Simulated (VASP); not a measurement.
# TaV (Cmmm) in VASP: further runs, part 3 of 3

VASP 6.6.1. The steps go on from the part before.

### Step 6. Single point, PBE, collinear spin, ferromagnetic start

This run uses another cell than the first one, of 16.74 Å³/atom.

Contents of INCAR:

```
SYSTEM = TaV
PREC = Accurate
ENCUT = 520
EDIFF = 1E-6
ISMEAR = -1
SIGMA = 0.05
LREAL = .False.
LASPH = .True.
NELM = 150
ALGO = Normal
ISIF = 2
LWAVE = .False.
LCHARG = .False.
ISPIN = 2
MAGMOM = 0 2
LORBIT = 11
LMAXMIX = 4
GGA = PE
NBANDS = 23
```

Contents of KPOINTS:

```
Automatic mesh
0
Gamma
  10 10 6
  0 0 0
```

Contents of POSCAR:

```
TaV
1.0
    1.6278432141     -2.3381439432      0.0000000000
    1.6278432141      2.3381439432      0.0000000000
    0.0000000000      0.0000000000      4.3984907225
Ta V
1 1
Direct
    0.0000000000      0.0000000000      0.0000000000
    0.5000000000      0.5000000000      0.5000000000
```

Potentials or basis: VASP PAW PBE potentials, release 64 (Ta_pv, V_sv).

The run is started by

```
$ cat potpaw_PBE.64/Ta_pv/POTCAR potpaw_PBE.64/V_sv/POTCAR > POTCAR
$ mpirun -np 1 vasp_std > vasp.out
```

OUTCAR:

```text
SYSTEM = TaV
   PREC = Accurate
   ENCUT = 520
   EDIFF = 1E-6
   ISMEAR = -1
   LREAL = .False.
   LASPH = .True.
   NELM = 150
   ISIF = 2
   ISPIN = 2
   LORBIT = 11
   GGA = PE

 ion  position               nearest neighbor table
   1  0.000  0.000  0.000-   2 2.74   2 2.74   2 2.74   2 2.74   2 3.21   2 3.21   2 3.21   2 3.21

   2  0.500  0.500  0.500-   1 2.74   1 2.74   1 2.74   1 2.74   1 3.21   1 3.21   1 3.21   1 3.21

  LATTYP: Found a base centered orthorhombic cell.
 ALAT       =     3.2556864282
 B/A-ratio  =     1.4363446817
 C/A-ratio  =     1.3510179249

  Lattice vectors:

 A1 = (   1.6278432141,  -2.3381439432,   0.0000000000)
 A2 = (   1.6278432141,   2.3381439432,   0.0000000000)
 A3 = (   0.0000000000,   0.0000000000,   4.3984907225)

Analysis of symmetry for initial positions (statically):
=====================================================================
 Subroutine PRICEL returns:
 Original cell was already a primitive cell.

 Routine SETGRP: Setting up the symmetry group for a
 base centered orthorhombic supercell.

 Subroutine GETGRP returns: Found  8 space group operations
 (whereof  8 operations were pure point group operations)
 out of a pool of  8 trial point group operations.

The static configuration has the point symmetry D_2h.

Analysis of symmetry for dynamics (positions and initial velocities):
=====================================================================
 Subroutine PRICEL returns:
 Original cell was already a primitive cell.

 Routine SETGRP: Setting up the symmetry group for a
 base centered orthorhombic supercell.

 Subroutine GETGRP returns: Found  8 space group operations
 (whereof  8 operations were pure point group operations)
 out of a pool of  8 trial point group operations.

The dynamic configuration has the point symmetry D_2h.

Analysis of structural, dynamic, and magnetic symmetry:
=====================================================================
 Subroutine PRICEL returns:
 Original cell was already a primitive cell.

 Routine SETGRP: Setting up the symmetry group for a
 base centered orthorhombic supercell.

 Subroutine GETGRP returns: Found  8 space group operations
 (whereof  8 operations were pure point group operations)
 out of a pool of  8 trial point group operations.

The overall configuration has the point symmetry D_2h.

 Subroutine INISYM returns: Found  8 space group operations
 (whereof  8 operations are pure point group operations),
 and found     1 'primitive' translations

----------------------------------------------------------------------------------------

                                     Primitive cell

  volume of cell :      33.4825

  direct lattice vectors                    reciprocal lattice vectors
     1.627843214 -2.338143943  0.000000000     0.307154888 -0.213844833  0.000000000
     1.627843214  2.338143943  0.000000000     0.307154888  0.213844833  0.000000000
     0.000000000  0.000000000  4.398490723     0.000000000  0.000000000  0.227350713

  length of vectors
     2.848998180  2.848998180  4.398490723     0.374264262  0.374264262  0.227350713

  position of ions in fractional coordinates (direct lattice)
[... 64 lines left out ...]
   dimension x,y,z NGX =    24 NGY =   24 NGZ =   36
   dimension x,y,z NGXF=    48 NGYF=   48 NGZF=   72
   ions per type =               1   1
   NGX,Y,Z   is equivalent  to a cutoff of  14.00, 14.00, 13.61 a.u.
   NGXF,Y,Z  is equivalent  to a cutoff of  28.01, 28.01, 27.21 a.u.
 SYSTEM =  TaV
   PREC   = accura    normal or accurate (medium, high low for compatibility)
   ISTART =      0    job   : 0-new  1-cont  2-samecut
   ICHARG =      2    charge: 1-file 2-atom 10-const
   ISPIN  =      2    spin polarized calculation?
   LNONCOLLINEAR =      F non collinear calculations
   LSORBIT =      F    spin-orbit coupling
   LASPH  =      T    aspherical Exc in radial PAW
   ENCUT  =  520.0 eV  38.22 Ry    6.18 a.u.   5.30  5.30  8.18*2*pi/ulx,y,z
   NELM   =    150;   NELMIN=  2; NELMDL= -5     # of ELM steps
   EDIFF  = 0.1E-05   stopping-criterion for ELM
   LREAL  =      F    real-space projection
   EDIFFG = 0.1E-04   stopping-criterion for IOM
   NSW    =      0    number of steps for IOM
   IBRION =     -1    ionic relax: 0-MD 1-quasi-New 2-CG
   NFREE  =      0    steps in history (QN), initial steepest desc. (CG)
   ISIF   =      2    stress and relaxation
   ISYM   =      2    0-nonsym 1-usesym 2-fastsym
   POTIM  = 0.5000    time-step for ionic-motion
   TEBEG  =    0.0;   TEEND  =   0.0 temperature during run
   PSTRESS=    0.0 pullay stress
   NELECT =      24.0000    total number of electrons
   NUPDOWN=      -1.0000    fix difference up-down
   EMIN   =  10.00;   EMAX   =-10.00  energy-range for DOS
   EFERMI =   0.00;   METHOD = LEGACY
   ISMEAR =    -1;   SIGMA  =   0.05  broadening in eV -4-tet -1-fermi 0-gaus
   EFERMI_NEDOS =   21; number of points for ismear=-14 and -15
   IALGO  =     38    algorithm
   IMIX   =      4    mixing-type and parameters
     AMIX     =   0.40;   BMIX     =  1.00
     AMIX_MAG =   1.60;   BMIX_MAG =  1.00
  volume/ion in A,a.u.               =      16.74       112.98
  Fermi-wavevector in a.u.,A,eV,Ry     =   1.465118  2.768672 29.205887  2.146572
  Thomas-Fermi vector in A             =   2.581013
   LORBIT       =     11    0 simple, 1 ext, 2 COOP (PROOUT), +10 PAW based schemes
   GGA     = PE    functional components
   LHFCALC =     F    Hartree Fock is set to
   AEXX    =    0.0000 exact exchange contribution
   IVDW    =     0    specifies the selected vdW correction
   LEPSILON=     F    determine dielectric tensor
   LRPA    =     F    only Hartree local field effects (RPA)
 spin polarized calculation
  energy-cutoff  :      520.00
  volume of cell :       33.48
 maximum number of plane-waves:       918
 NGX is ok and might be reduce to    24
   NGX = 11   NGY = 11   NGZ = 17

 number of electron      24.0000005 magnetization       0.0030861

 Free energy of the ion-electron system (eV)
  ---------------------------------------------------
  ext. energy  EPLUGINS =         0.00000000
  ---------------------------------------------------
  free energy    TOTEN  =       -20.62044352 eV

  energy without entropy =      -20.58997595  energy(sigma->0) =      -20.60520974

 E-fermi :   6.6934     XC(G=0): -12.4085

 val. band max:        6.6921549712   @ k =   0.2000   0.0000   0.1667
 cond. band min:       6.7053057310   @ k =  -0.4000   0.2000   0.5000
 fundamental gap:      0.0131507598
 Fermi energy:         6.6933753581

 spin component 1

 k-point     1 :       0.0000    0.0000    0.0000
  band No.  band energies     occupation
      1     -57.1202      1.00000
      2     -30.9618      1.00000
      3     -30.8414      1.00000
      4     -30.8088      1.00000
      5     -26.9408      1.00000
      6     -26.5565      1.00000
[... 613 lines left out ...]
     22      19.8088      0.00000
     23      20.7957      0.00000

 [... further k-points ...]

 spin component 2

 k-point     1 :       0.0000    0.0000    0.0000
  band No.  band energies     occupation
      1     -57.1178      1.00000
      2     -30.9595      1.00000
      3     -30.8391      1.00000
      4     -30.8066      1.00000
      5     -26.9406      1.00000
      6     -26.5564      1.00000
[... 613 lines left out ...]
     22      19.8094      0.00000
     23      20.7963      0.00000

 [... further k-points ...]
[... 5 lines left out ...]
  --------------------------------------------------------------------------------------
  -------------------------------------------------------------------------------------
  Total       -1.2807982     -1.5134139     -1.3030301      0.0000000      0.0000000      0.0000000
  in kB      -61.2877664    -72.4187131    -62.3515916      0.0000000      0.0000000      0.0000000
  external PRESSURE =     -65.3526904 kB  Pullay stress =       0.0000000 kB

 VOLUME and BASIS-vectors are now :
 -----------------------------------------------------------------------------
  energy-cutoff  :      520.00
  volume of cell :       33.48
      direct lattice vectors                 reciprocal lattice vectors
     1.627843214 -2.338143943  0.000000000     0.307154888 -0.213844833  0.000000000
     1.627843214  2.338143943  0.000000000     0.307154888  0.213844833  0.000000000
     0.000000000  0.000000000  4.398490723     0.000000000  0.000000000  0.227350713

 POSITION                                       TOTAL-FORCE (eV/Angst)
 -----------------------------------------------------------------------------------
      0.00000      0.00000      0.00000         0.000000     -0.000000      0.000000
      1.62784      0.00000      2.19925        -0.000000      0.000000      0.000000
 -----------------------------------------------------------------------------------
    total drift:                                0.000000      0.000000     -0.000000

  FREE ENERGIE OF THE ION-ELECTRON SYSTEM (eV)
  ---------------------------------------------------
  free  energy   TOTEN  =       -20.6204435210 eV

  energy  without entropy=      -20.5899759512  energy(sigma->0) =      -20.60520974

 total charge

# of ion       s       p       d       tot
------------------------------------------
    1        0.382   6.162   2.378   8.922
    2        2.297   6.189   2.987  11.474
--------------------------------------------------
tot          2.679  12.351   5.365  20.395

 magnetization (x)

# of ion       s       p       d       tot
------------------------------------------
    1       -0.000   0.000  -0.000   0.000
    2        0.000   0.000   0.002   0.002
--------------------------------------------------
tot          0.000   0.000   0.002   0.002
```

stdout:

```text
POSCAR found type information on POSCAR TaV
 POSCAR found :  2 types and       2 ions
 scaLAPACK will be used
 LDA part: xc-table for (Slater+PW92), standard interpolation
 POSCAR, INCAR and KPOINTS ok, starting setup
 FFT: planning ... GRIDC
 FFT: planning ... GRID_SOFT
 FFT: planning ... GRID
 WAVECAR not read
 entering main loop
```

It took 2.6 min on 1 thread of Intel Xeon Platinum 8259CL at 2.50GHz (Skylake/Cascade Lake), shared host; peak memory 0.27 GiB.

What came out:

```yaml
Free_energy: -20.6204 eV
Pressure: -6.5 GPa
Band_gap_on_the_k_mesh: zero (filled and empty bands overlap)
Net_moment: 0.00 μB per cell
Valence_electrons_inside_the_program's_atomic_spheres: Ta 8.92; V 11.47
```

Levels at points of the mesh, in eV from the Fermi level:
Spin up:
```tsv
k point	band 8	band 9	band 10	band 11	band 12	band 13	band 14	band 15	band 16	band 17
(0.00, 0.00, 0.00)	-7.22	-3.50	-1.23	0.08	0.47	0.81	1.89	1.96	2.10	3.93
(0.50, 0.00, 0.00)	-3.31	-1.86	-1.45	-0.82	-0.64	-0.29	1.56	2.14	3.75	4.25
(0.50, 0.50, 0.00)	-3.96	-3.06	-2.84	-1.36	0.99	2.75	2.79	3.49	4.47	5.04
(0.00, 0.00, 0.50)	-5.69	-3.99	-0.43	-0.19	0.17	0.33	1.41	1.47	1.80	3.32
(0.50, 0.00, 0.50)	-3.73	-3.54	-1.27	-0.95	1.10	1.69	2.01	2.06	3.39	4.62
(0.50, 0.50, 0.50)	-3.05	-2.24	-1.58	-1.17	0.56	1.07	1.17	2.32	2.81	6.53
```
Spin down:
| k point | band 8 | band 9 | band 10 | band 11 | band 12 | band 13 | band 14 | band 15 | band 16 | band 17 |
| --- | --- | --- | --- | --- | --- | --- | --- | --- | --- | --- |
| (0.00, 0.00, 0.00) | -7.22 | -3.50 | -1.23 | 0.09 | 0.47 | 0.81 | 1.89 | 1.96 | 2.10 | 3.93 |
| (0.50, 0.00, 0.00) | -3.31 | -1.86 | -1.45 | -0.82 | -0.64 | -0.29 | 1.56 | 2.14 | 3.75 | 4.25 |
| (0.50, 0.50, 0.00) | -3.96 | -3.06 | -2.84 | -1.36 | 0.99 | 2.75 | 2.79 | 3.49 | 4.47 | 5.05 |
| (0.00, 0.00, 0.50) | -5.69 | -3.99 | -0.43 | -0.19 | 0.17 | 0.33 | 1.41 | 1.47 | 1.80 | 3.32 |
| (0.50, 0.00, 0.50) | -3.73 | -3.54 | -1.27 | -0.95 | 1.10 | 1.69 | 2.01 | 2.06 | 3.39 | 4.62 |
| (0.50, 0.50, 0.50) | -3.05 | -2.24 | -1.58 | -1.17 | 0.56 | 1.07 | 1.17 | 2.32 | 2.82 | 6.53 |

Caveat: the cell stands under tension; the moments typed at the start vanished in this run; spin-orbit coupling is left out, which moves the levels of the heavy elements.

### Step 7. Single point, PBE, collinear spin, ferromagnetic start

This run uses another cell than the first one, of 16.74 Å³/atom.

Contents of INCAR:

```
  PREC = Accurate
  ENCUT = 520
  EDIFF = 1E-6
  ISMEAR = -1
  SIGMA = 0.05
  LREAL = False
  LASPH = True
  NELM = 150
  ALGO = Normal
  ISIF = 2
  LWAVE = False
  LCHARG = True
  ISPIN = 2
  MAGMOM = 0 2
  LORBIT = 11
  LMAXMIX = 4
  GGA = PE
  LELF = True
  LVHAR = True
  NBANDS = 23
```

Contents of KPOINTS:

```
regular mesh
0
Gamma
  10 10 6
```

POSCAR is that of step 6.

The run is started by

```
$ cat potpaw_PBE.64/Ta_pv/POTCAR potpaw_PBE.64/V_sv/POTCAR > POTCAR
$ mpirun -np 1 vasp_std > vasp.out
```

Run time: 2.7 min. Hardware: 1 thread of Intel Xeon Platinum 8259CL at 2.50GHz (Skylake/Cascade Lake), shared host; peak memory 0.28 GiB.

Results (log left out):

| Quantity | Value |
| --- | --- |
| Free energy | -20.6204 eV |
| Pressure | -6.5 GPa |
| Band gap on the k mesh | zero (filled and empty bands overlap) |
| Net moment | 0.00 μB per cell |
| Valence electrons inside the program's atomic spheres | Ta 8.92; V 11.47 |

Stress tensor (GPa, compression positive):
```
-6.13  0.00  0.00
 0.00 -7.24  0.00
 0.00  0.00 -6.24
```

Levels at points of the mesh, in eV from the Fermi level:
Spin up:
```
           k point  band 10  band 11  band 12  band 13  band 14  band 15
(0.00, 0.00, 0.00)    -1.23     0.08     0.47     0.81     1.89     1.96
(0.50, 0.00, 0.00)    -1.45    -0.82    -0.64    -0.29     1.56     2.14
(0.50, 0.50, 0.00)    -2.84    -1.36     0.99     2.75     2.79     3.49
(0.00, 0.00, 0.50)    -0.43    -0.19     0.17     0.33     1.41     1.47
(0.50, 0.00, 0.50)    -1.27    -0.95     1.10     1.69     2.01     2.06
(0.50, 0.50, 0.50)    -1.58    -1.17     0.56     1.07     1.17     2.32
```
Spin down:
```tsv
k point	band 8	band 9	band 10	band 11	band 12	band 13	band 14	band 15	band 16	band 17
(0.00, 0.00, 0.00)	-7.22	-3.50	-1.23	0.09	0.47	0.81	1.89	1.96	2.10	3.93
(0.50, 0.00, 0.00)	-3.31	-1.86	-1.45	-0.82	-0.64	-0.29	1.56	2.14	3.75	4.25
(0.50, 0.50, 0.00)	-3.96	-3.06	-2.84	-1.36	0.99	2.75	2.79	3.49	4.47	5.05
(0.00, 0.00, 0.50)	-5.69	-3.99	-0.43	-0.19	0.17	0.33	1.41	1.47	1.80	3.32
(0.50, 0.00, 0.50)	-3.73	-3.54	-1.27	-0.95	1.10	1.69	2.01	2.06	3.39	4.62
(0.50, 0.50, 0.50)	-3.05	-2.24	-1.58	-1.17	0.56	1.07	1.17	2.32	2.82	6.53
```

Caveat: the cell stands under tension; the moments typed at the start vanished in this run; spin-orbit coupling is left out, which moves the levels of the heavy elements.

### Step 8. The runs side by side

```csv
cell,gap on the mesh (eV),pressure (GPa),moment (μB)
"a = 2.867, b = 2.867, c = 4.427 Å, angles 90.0, 90.0, 110.3°, 2 atoms",none,-9.5,0.00
"a = 2.831, b = 2.831, c = 4.370 Å, angles 90.0, 90.0, 110.3°, 2 atoms",none,-3.3,0.00
"a = 2.849, b = 2.849, c = 4.398 Å, angles 90.0, 90.0, 110.3°, 2 atoms",none,-6.5,0.00
```

Alike in all rows: task single point; level PBE; potentials or basis VASP PAW PBE potentials, release 64 (Ta_pv, V_sv); spin collinear, ferromagnetic start; k mesh 10 × 10 × 6; cutoff (eV) 520; smearing fermi-dirac 0.05 eV.

Caveats: the cell stands under tension; the moments typed at the start vanished in this run; spin-orbit coupling is left out, which moves the levels of the heavy elements.

Absolute energies hang on the potentials; compare differences alone.

The gap in the log of VASP goes by the Fermi energy; the results here count the filled bands.